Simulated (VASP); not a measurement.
# CuAu (P4/mmm) in VASP: notebook

Runs on CuAu. Level: PBEsol. Tasks: single point.

Program: VASP 6.6.1. These are calculated values, not measurements. Logs are shortened: lines on timing, memory, paths and dates and some standing lists are left out, and cuts for length are marked.

### Step 1. The cell of the first run

It takes space group P4/mmm (No. 123, tetragonal). The conventional cell has a = 2.884 Å, b = 2.884 Å, c = 3.615 Å, α = 90.00°, β = 90.00°, γ = 90.00°. Within 3.6 Å of Cu (site symmetry 4/mmm) lie 8 Au at 2.73 Å and 4 Cu at 2.88 Å. Au (site symmetry 4/mmm) has 8 Cu at 2.73 Å and 4 Au at 2.88 Å within 3.6 Å.

### Step 2. Single point, PBEsol (strain +0.030 along x and y, -0.015 along z)

INCAR

```
  PREC = Accurate
  ENCUT = 520
  EDIFF = 1E-7
  ISMEAR = 0
  SIGMA = 0.15
  LREAL = F
  LASPH = T
  NELM = 80
  ALGO = Fast
  ISIF = 2
  LWAVE = F
  LCHARG = T
  GGA = PS
  LELF = T
  LVHAR = T
  NBANDS = 18
```

KPOINTS

```
Automatic mesh
0
Gamma
  18 18 14
```

POSCAR

```
CuAu
1.0
    2.8840000000      0.0000000000      0.0000000000
    0.0000000000      2.8840000000      0.0000000000
    0.0000000000      0.0000000000      3.6149500000
Cu Au
1 1
Direct
    0.5000000000      0.5000000000      0.5000000000
    0.0000000000      0.0000000000      0.0000000000
```

Potentials or basis: VASP PAW PBE potentials, release 64 (Cu, Au).

Command:

```console
> cat potpaw_PBE.64/Cu/POTCAR potpaw_PBE.64/Au/POTCAR > POTCAR
> mpirun -np 1 vasp_std > vasp.out
```

OUTCAR:

```text
PREC = Accurate
   ENCUT = 520
   EDIFF = 1E-7
   ISMEAR = 0
   LREAL = F
   LASPH = T
   NELM = 80
   ISIF = 2
   GGA = PS

 ion  position               nearest neighbor table
   1  0.500  0.500  0.500-   2 2.73   2 2.73   2 2.73   2 2.73   2 2.73   2 2.73   2 2.73   2 2.73

   2  0.000  0.000  0.000-   1 2.73   1 2.73   1 2.73   1 2.73   1 2.73   1 2.73   1 2.73   1 2.73

  LATTYP: Found a simple tetragonal cell.
 ALAT       =     2.8840000000
 C/A-ratio  =     1.2534500693

  Lattice vectors:

 A1 = (   2.8840000000,   0.0000000000,   0.0000000000)
 A2 = (   0.0000000000,   2.8840000000,   0.0000000000)
 A3 = (   0.0000000000,   0.0000000000,   3.6149500000)

Analysis of symmetry for initial positions (statically):
=====================================================================
 Subroutine PRICEL returns:
 Original cell was already a primitive cell.

 Routine SETGRP: Setting up the symmetry group for a
 simple tetragonal supercell.

 Subroutine GETGRP returns: Found 16 space group operations
 (whereof 16 operations were pure point group operations)
 out of a pool of 16 trial point group operations.

The static configuration has the point symmetry D_4h.

Analysis of symmetry for dynamics (positions and initial velocities):
=====================================================================
 Subroutine PRICEL returns:
 Original cell was already a primitive cell.

 Routine SETGRP: Setting up the symmetry group for a
 simple tetragonal supercell.

 Subroutine GETGRP returns: Found 16 space group operations
 (whereof 16 operations were pure point group operations)
 out of a pool of 16 trial point group operations.

The dynamic configuration has the point symmetry D_4h.

 Subroutine INISYM returns: Found 16 space group operations
 (whereof 16 operations are pure point group operations),
 and found     1 'primitive' translations

----------------------------------------------------------------------------------------

                                     Primitive cell

  volume of cell :      30.0672

  direct lattice vectors                    reciprocal lattice vectors
     2.884000000  0.000000000  0.000000000     0.346740638  0.000000000  0.000000000
     0.000000000  2.884000000  0.000000000     0.000000000  0.346740638  0.000000000
     0.000000000  0.000000000  3.614950000     0.000000000  0.000000000  0.276628999

  length of vectors
     2.884000000  2.884000000  3.614950000     0.346740638  0.346740638  0.276628999

  position of ions in fractional coordinates (direct lattice)
     0.500000000  0.500000000  0.500000000
     0.000000000  0.000000000  0.000000000

  ion indices of the primitive-cell ions
   primitive index   ion index
                 1           1
                 2           2

----------------------------------------------------------------------------------------

 KPOINTS: Automatic mesh

Automatic generation of k-mesh.
 Grid dimensions read from file:
 generate k-points for:   18   18   14

 Generating k-lattice:

  Cartesian coordinates                     Fractional coordinates (reciprocal lattice)
     0.019263369  0.000000000  0.000000000     0.055555556  0.000000000  0.000000000
     0.000000000  0.019263369  0.000000000     0.000000000  0.055555556  0.000000000
     0.000000000  0.000000000  0.019759214     0.000000000  0.000000000  0.071428571

  Length of vectors
     0.019263369  0.019263369  0.019759214

  Shift w.r.t. Gamma in fractional coordinates (k-lattice)
     0.000000000  0.000000000  0.000000000

 Subroutine IBZKPT returns following result:
 ===========================================

 Found    440 irreducible k-points:

 Following reciprocal coordinates:
            Coordinates               Weight
  0.000000  0.000000  0.000000      1.000000
  0.055556  0.000000  0.000000      4.000000
  0.111111  0.000000  0.000000      4.000000
  0.166667  0.000000  0.000000      4.000000
  0.222222  0.000000  0.000000      4.000000
  0.277778  0.000000  0.000000      4.000000
[... 16 lines left out ...]
  0.277778  0.111111  0.000000      8.000000
  0.333333  0.111111  0.000000      8.000000
 [... further k-points ...]
   k-points           NKPTS =    440   k-points in BZ     NKDIM =    440   number of bands    NBANDS=     18
   number of dos      NEDOS =    301   number of ions     NIONS =      2
   total plane-waves  NPLWV =  16128
   dimension x,y,z NGX =    24 NGY =   24 NGZ =   28
   dimension x,y,z NGXF=    48 NGYF=   48 NGZF=   56
   ions per type =               1   1
   NGX,Y,Z   is equivalent  to a cutoff of  13.83, 13.83, 12.88 a.u.
   NGXF,Y,Z  is equivalent  to a cutoff of  27.67, 27.67, 25.75 a.u.
 SYSTEM =  unknown system
   PREC   = accura    normal or accurate (medium, high low for compatibility)
   ISTART =      0    job   : 0-new  1-cont  2-samecut
   ICHARG =      2    charge: 1-file 2-atom 10-const
   ISPIN  =      1    spin polarized calculation?
   LNONCOLLINEAR =      F non collinear calculations
   LSORBIT =      F    spin-orbit coupling
   LASPH  =      T    aspherical Exc in radial PAW
   ENCUT  =  520.0 eV  38.22 Ry    6.18 a.u.   5.36  5.36  6.72*2*pi/ulx,y,z
   NELM   =     80;   NELMIN=  2; NELMDL= -5     # of ELM steps
   EDIFF  = 0.1E-06   stopping-criterion for ELM
   LREAL  =      F    real-space projection
   EDIFFG = 0.1E-05   stopping-criterion for IOM
   NSW    =      0    number of steps for IOM
   IBRION =     -1    ionic relax: 0-MD 1-quasi-New 2-CG
   NFREE  =      0    steps in history (QN), initial steepest desc. (CG)
   ISIF   =      2    stress and relaxation
   ISYM   =      2    0-nonsym 1-usesym 2-fastsym
   POTIM  = 0.5000    time-step for ionic-motion
   TEBEG  =    0.0;   TEEND  =   0.0 temperature during run
   PSTRESS=    0.0 pullay stress
   NELECT =      22.0000    total number of electrons
   NUPDOWN=      -1.0000    fix difference up-down
   EMIN   =  10.00;   EMAX   =-10.00  energy-range for DOS
   EFERMI =   0.00;   METHOD = LEGACY
   ISMEAR =     0;   SIGMA  =   0.15  broadening in eV -4-tet -1-fermi 0-gaus
   EFERMI_NEDOS =   21; number of points for ismear=-14 and -15
   IALGO  =     68    algorithm
   IMIX   =      4    mixing-type and parameters
     AMIX     =   0.40;   BMIX     =  1.00
     AMIX_MAG =   1.60;   BMIX_MAG =  1.00
  volume/ion in A,a.u.               =      15.03       101.45
  Fermi-wavevector in a.u.,A,eV,Ry     =   1.475202  2.787727 29.609278  2.176221
  Thomas-Fermi vector in A             =   2.589880
   LORBIT       =      0    0 simple, 1 ext, 2 COOP (PROOUT), +10 PAW based schemes
   GGA     = PS    functional components
   LHFCALC =     F    Hartree Fock is set to
   AEXX    =    0.0000 exact exchange contribution
   IVDW    =     0    specifies the selected vdW correction
   LEPSILON=     F    determine dielectric tensor
   LRPA    =     F    only Hartree local field effects (RPA)
 non-spin polarized calculation
 RMM-DIIS sequential band-by-band and
 Gauss-broadening in eV      SIGMA  =   0.15
  energy-cutoff  :      520.00
  volume of cell :       30.07
 maximum number of plane-waves:       829
 NGX is ok and might be reduce to    24
   NGX = 11   NGY = 11   NGZ = 13

 number of electron      21.9999987 magnetization

 Free energy of the ion-electron system (eV)
  ---------------------------------------------------
  ext. energy  EPLUGINS =         0.00000000
  ---------------------------------------------------
  free energy    TOTEN  =        -8.31692735 eV

  energy without entropy =       -8.31020254  energy(sigma->0) =       -8.31356494

 E-fermi :   8.0717     XC(G=0): -12.6478

 val. band max:        8.0712447567   @ k =   0.3889   0.3333   0.2857
 cond. band min:       8.0774858858   @ k =   0.5000   0.2222   0.1429
 fundamental gap:      0.0062411291
 Fermi energy:         8.0717393446

 k-point     1 :       0.0000    0.0000    0.0000
  band No.  band energies     occupation
      1      -1.4387      2.00000
      2       1.8116      2.00000
      3       1.9360      2.00000
      4       4.0977      2.00000
      5       4.0977      2.00000
      6       4.9988      2.00000
[... 10 lines left out ...]
     17      24.0962      0.00000
     18      25.5620      0.00000

 k-point     2 :       0.0556    0.0000    0.0000
  band No.  band energies     occupation
      1      -1.3708      2.00000
      2       1.8460      2.00000
      3       1.9710      2.00000
      4       4.0632      2.00000
      5       4.1136      2.00000
      6       4.9729      2.00000
[... 10 lines left out ...]
     17      24.5704      0.00000
     18      25.5910      0.00000

 k-point     3 :       0.1111    0.0000    0.0000
  band No.  band energies     occupation
      1      -1.1703      2.00000
      2       1.9302      2.00000
      3       2.0902      2.00000
      4       3.9622      2.00000
      5       4.1606      2.00000
      6       4.8972      2.00000
[... 10 lines left out ...]
     17      25.6159      0.00000
     18      25.9546      0.00000

 k-point     4 :       0.1667    0.0000    0.0000
  band No.  band energies     occupation
      1      -0.8476      2.00000
      2       2.0401      2.00000
      3       2.3044      2.00000
      4       3.8035      2.00000
      5       4.2365      2.00000
      6       4.7784      2.00000
[... 10 lines left out ...]
     17      25.4165      0.00000
     18      26.8579      0.00000

 k-point     5 :       0.2222    0.0000    0.0000
  band No.  band energies     occupation
      1      -0.4211      2.00000
      2       2.1729      2.00000
      3       2.5918      2.00000
      4       3.6051      2.00000
      5       4.3371      2.00000
      6       4.6293      2.00000
[... 10 lines left out ...]
     17      24.7522      0.00000
     18      26.1969      0.00000

 k-point     6 :       0.2778    0.0000    0.0000
  band No.  band energies     occupation
      1       0.0805      2.00000
      2       2.3264      2.00000
      3       2.9167      2.00000
      4       3.3930      2.00000
      5       4.4561      2.00000
      6       4.4683      2.00000
[... 10 lines left out ...]
     17      23.7203      0.00000
     18      25.4829      0.00000

 k-point     7 :       0.3333    0.0000    0.0000
  band No.  band energies     occupation
      1       0.6119      2.00000
      2       2.4954      2.00000
      3       3.1957      2.00000
      4       3.2314      2.00000
      5       4.3165      2.00000
      6       4.5841      2.00000
[... 10 lines left out ...]
     17      22.5338      0.00000
     18      24.7104      0.00000

 k-point     8 :       0.3889    0.0000    0.0000
  band No.  band energies     occupation
      1       1.1031      2.00000
      2       2.6736      2.00000
      3       3.0376      2.00000
      4       3.4757      2.00000
      5       4.1931      2.00000
      6       4.7062      2.00000
[... 10 lines left out ...]
     17      22.0160      0.00000
     18      24.0309      0.00000
[... 229 lines left out ...]
     17      22.5060      0.00000
     18      23.5540      0.00000

 k-point    20 :       0.1111    0.1111    0.0000
  band No.  band energies     occupation
      1      -0.9034      2.00000
      2       2.0995      2.00000
      3       2.1885      2.00000
      4       3.8953      2.00000
      5       4.1249      2.00000
      6       4.7676      2.00000
[... 10 lines left out ...]
     17      25.7929      0.00000
     18      25.8110      0.00000

 k-point    21 :       0.1667    0.1111    0.0000
  band No.  band energies     occupation
      1      -0.5835      2.00000
      2       2.2312      2.00000
      3       2.3730      2.00000
      4       3.7600      2.00000
      5       4.1336      2.00000
      6       4.6241      2.00000
[... 10 lines left out ...]
     17      25.7338      0.00000
     18      26.9144      0.00000

 k-point    22 :       0.2222    0.1111    0.0000
  band No.  band energies     occupation
      1      -0.1623      2.00000
      2       2.3603      2.00000
      3       2.6466      2.00000
      4       3.5670      2.00000
      5       4.1600      2.00000
      6       4.4595      2.00000
[... 10 lines left out ...]
     17      24.9581      0.00000
     18      26.8833      0.00000

 k-point    23 :       0.2778    0.1111    0.0000
  band No.  band energies     occupation
      1       0.3312      2.00000
      2       2.5047      2.00000
      3       2.9331      2.00000
      4       3.3534      2.00000
      5       4.1865      2.00000
      6       4.3190      2.00000
[... 10 lines left out ...]
     17      23.8031      0.00000
     18      25.7852      0.00000

 k-point    24 :       0.3333    0.1111    0.0000
  band No.  band energies     occupation
      1       0.8550      2.00000
      2       2.6569      2.00000
      3       3.1335      2.00000
      4       3.1530      2.00000
      5       4.2039      2.00000
      6       4.2773      2.00000
[... 10 lines left out ...]
     17      22.5633      0.00000
     18      24.5844      0.00000

 [... further k-points ...]

------------------------ aborting loop because EDIFF is reached ----------------------------------------

  FORCE on cell =-STRESS in cart. coord.  units (eV):
  Direction    XX          YY          ZZ          XY          YZ          ZX
  --------------------------------------------------------------------------------------
  -------------------------------------------------------------------------------------
  Total       -1.5835537     -1.5835537     -1.4632322      0.0000000      0.0000000      0.0000000
  in kB      -84.3821475    -84.3821475    -77.9706290      0.0000000      0.0000000      0.0000000
  external PRESSURE =     -82.2449746 kB  Pullay stress =       0.0000000 kB

 VOLUME and BASIS-vectors are now :
 -----------------------------------------------------------------------------
  energy-cutoff  :      520.00
  volume of cell :       30.07
      direct lattice vectors                 reciprocal lattice vectors
     2.884000000  0.000000000  0.000000000     0.346740638  0.000000000  0.000000000
     0.000000000  2.884000000  0.000000000     0.000000000  0.346740638  0.000000000
     0.000000000  0.000000000  3.614950000     0.000000000  0.000000000  0.276628999

 POSITION                                       TOTAL-FORCE (eV/Angst)
 -----------------------------------------------------------------------------------
      1.44200      1.44200      1.80747         0.000000      0.000000      0.000000
      0.00000      0.00000      0.00000         0.000000      0.000000      0.000000
 -----------------------------------------------------------------------------------
    total drift:                                0.000000      0.000000     -0.000000

  FREE ENERGIE OF THE ION-ELECTRON SYSTEM (eV)
  ---------------------------------------------------
  free  energy   TOTEN  =        -8.3169273495 eV

  energy  without entropy=       -8.3102025359  energy(sigma->0) =       -8.31356494
```

Run time: 1.7 min. Hardware: 1 thread of Intel Xeon 6975P-C (Granite Rapids), shared host; peak memory 0.35 GiB.

What came out:

* Free energy: -8.3169 eV
* Pressure: -8.2 GPa
* Band gap on the k mesh: zero (band 11 reaches 13.07 eV, above the bottom of band 12 at 6.10 eV)

Caveat: the cell differs from its parent crystal (strain +0.030 along x and y, -0.015 along z); the PAW data sets were made with another functional, which shifts forces and pressure a little; spin-orbit coupling is left out, which moves the levels of the heavy elements.

### Step 3. Single point, PBEsol (strain +0.015 along x and y, +0.015 along z)

INCAR

```
PREC     = Accurate       # precision mode
ENCUT    = 520            # plane-wave cutoff, eV
EDIFF    = 1E-7           # SCF threshold, eV
ISMEAR   = 0              # smearing method
SIGMA    = 0.15           # smearing width, eV
LREAL    = False          # projectors in reciprocal space
LASPH    = True           # aspherical terms in the spheres
NELM     = 60             # most SCF steps
ALGO     = Fast           # electronic algorithm
ISIF     = 2              # what is computed and relaxed
LWAVE    = False          # write WAVECAR
LCHARG   = False          # write CHGCAR
GGA      = PS             # functional
NBANDS   = 18             # bands
```

KPOINTS

```
regular mesh
0
Gamma
  18 18 14
```

POSCAR

```
CuAu
1.0
    2.8420000000      0.0000000000      0.0000000000
    0.0000000000      2.8420000000      0.0000000000
    0.0000000000      0.0000000000      3.7250500000
Cu Au
1 1
Direct
    0.5000000000      0.5000000000      0.5000000000
    0.0000000000      0.0000000000      0.0000000000
```

Potentials or basis: VASP PAW PBE potentials, release 64 (Cu, Au).

Command:

```console
> cat potpaw_PBE.64/Cu/POTCAR potpaw_PBE.64/Au/POTCAR > POTCAR
> mpirun -np 1 vasp_std > vasp.out
```

It took 98 s on 1 thread of Intel Xeon 6975P-C (Granite Rapids), shared host; peak memory 0.35 GiB.

Results (log left out):

```yaml
Free_energy: -8.3165 eV
Pressure: -8.2 GPa
Band_gap_on_the_k_mesh: zero (band 11 reaches 13.26 eV, above the bottom of band 12 at 6.16 eV)
```

Stress tensor (GPa, compression positive):
```
-8.02  0.00  0.00
 0.00 -8.02  0.00
 0.00  0.00 -8.44
```

Levels at points of the mesh, in eV from the Fermi level:
| k point | band 7 | band 8 | band 9 | band 10 | band 11 | band 12 | band 13 | band 14 | band 15 | band 16 |
| --- | --- | --- | --- | --- | --- | --- | --- | --- | --- | --- |
| (0.00, 0.00, 0.00) | -2.71 | -2.06 | -1.64 | -1.43 | -1.43 | 2.10 | 7.71 | 9.85 | 9.85 | 16.40 |
| (0.50, 0.00, 0.00) | -2.90 | -2.83 | -2.30 | -2.11 | -0.84 | -0.20 | 9.24 | 9.29 | 10.98 | 11.06 |
| (0.50, 0.50, 0.00) | -1.63 | -1.58 | -1.34 | -1.34 | 0.70 | 0.70 | 4.89 | 6.58 | 9.95 | 11.42 |
| (0.00, 0.00, 0.50) | -3.06 | -2.67 | -2.25 | -2.23 | -2.23 | -1.90 | 14.20 | 14.30 | 14.30 | 14.83 |
| (0.50, 0.00, 0.50) | -1.81 | -1.66 | -1.55 | -1.51 | -0.97 | -0.95 | 2.50 | 4.19 | 15.77 | 15.91 |
| (0.50, 0.50, 0.50) | -3.05 | -2.05 | -1.64 | -1.57 | 5.21 | 5.38 | 5.38 | 5.84 | 6.78 | 6.85 |

Caveat: the cell differs from its parent crystal (strain +0.015 along x and y, +0.015 along z); the PAW data sets were made with another functional, which shifts forces and pressure a little; spin-orbit coupling is left out, which moves the levels of the heavy elements.

(Part 1 of 2 ends here.)
